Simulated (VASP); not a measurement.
Set up this calculation in VASP 6.6.1, as the native input.

```
Task                               : single point
Functional                         : BHLYP
Potentials or basis                : VASP PAW PBE potentials, release 64 (As, Ga_d)
Cutoff                             : 520 eV
k mesh                             : 4 × 4 × 4
Occupations                        : fermi-dirac, width 0.05 eV
Spin                               : no spin polarisation
Dipole correction                  : no
Grid for exact exchange (PRECFOCK) : Normal
Further INCAR settings             : ALGO = Normal; EDIFF = 1e-07; NBANDS = 16
Share of exact exchange            : 0.5
```

GaAs:

```
As Ga
1.0
     0.00000    2.84557    2.84557
     2.84557    0.00000    2.84557
     2.84557    2.84557    0.00000
As Ga
1 1
Direct
  0.75000 0.75000 0.75000
  0.00000 0.00000 0.00000
```

One way to write it, as run:

POSCAR

```
GaAs
1.0
    0.0000000000      2.8455714065      2.8455714065
    2.8455714065      0.0000000000      2.8455714065
    2.8455714065      2.8455714065      0.0000000000
As Ga
1 1
Direct
    0.7500000000      0.7500000000      0.7500000000
    0.0000000000      0.0000000000      0.0000000000
```

INCAR.step1

```
SYSTEM = GaAs
PREC     = Accurate       ! precision mode
ENCUT    = 520            ! plane-wave cutoff, eV
EDIFF    = 1E-5           ! SCF threshold, eV
ISMEAR   = -1             ! smearing method
SIGMA    = 0.05           ! smearing width, eV
LREAL    = .FALSE.        ! projectors in reciprocal space
LASPH    = .TRUE.         ! aspherical terms in the spheres
NELM     = 60             ! most SCF steps
ALGO     = Normal         ! electronic algorithm
ISIF     = 2              ! what is computed and relaxed
LWAVE    = .TRUE.         ! write WAVECAR
LCHARG   = .FALSE.        ! write CHGCAR
NBANDS   = 16             ! bands
GGA      = PE             ! functional
```

INCAR.step2

```
SYSTEM = GaAs
PREC     = Accurate       ! precision mode
ENCUT    = 520            ! plane-wave cutoff, eV
EDIFF    = 1E-7           ! SCF threshold, eV
ISMEAR   = -1             ! smearing method
SIGMA    = 0.05           ! smearing width, eV
LREAL    = .FALSE.        ! projectors in reciprocal space
LASPH    = .TRUE.         ! aspherical terms in the spheres
NELM     = 60             ! most SCF steps
ALGO     = Normal         ! electronic algorithm
ISIF     = 2              ! what is computed and relaxed
LWAVE    = .FALSE.        ! write WAVECAR
LCHARG   = .FALSE.        ! write CHGCAR
GGA      = B5             ! functional
LHFCALC  = .TRUE.         ! exact exchange
AEXX     = 0.5            ! exact-exchange fraction
ALDAX    = 0.5          
AGGAX    = 0.5          
AGGAC    = 1.0          
ALDAC    = 0.0          
PRECFOCK = Normal       
NBANDS   = 16             ! bands
ISTART   = 1
```

KPOINTS

```
Automatic mesh
0
G
  4 4 4
  0 0 0
```

Potentials or basis: VASP PAW PBE potentials, release 64 (As, Ga_d).

Command:

```bash
$ cat potpaw_PBE.64/As/POTCAR potpaw_PBE.64/Ga_d/POTCAR > POTCAR
$ cp INCAR.step1 INCAR
$ mpirun -np 1 vasp_std > vasp.out
$ cp INCAR.step2 INCAR
$ mpirun -np 1 vasp_std > vasp.out
```

It gave:

```
Pressure               : 0.3 GPa
Band gap on the k mesh : 3.66 eV
```

Caveat: the k points lie up to 0.48 Å⁻¹ apart; the PAW data sets were made with another functional, which shifts forces and pressure a little.

Wall time 9.5 min on 1 thread of Intel(R) Xeon(R) Platinum 8375C CPU @ 2.90GHz (Ice Lake), with other jobs on the host, peak memory 0.17 GiB.
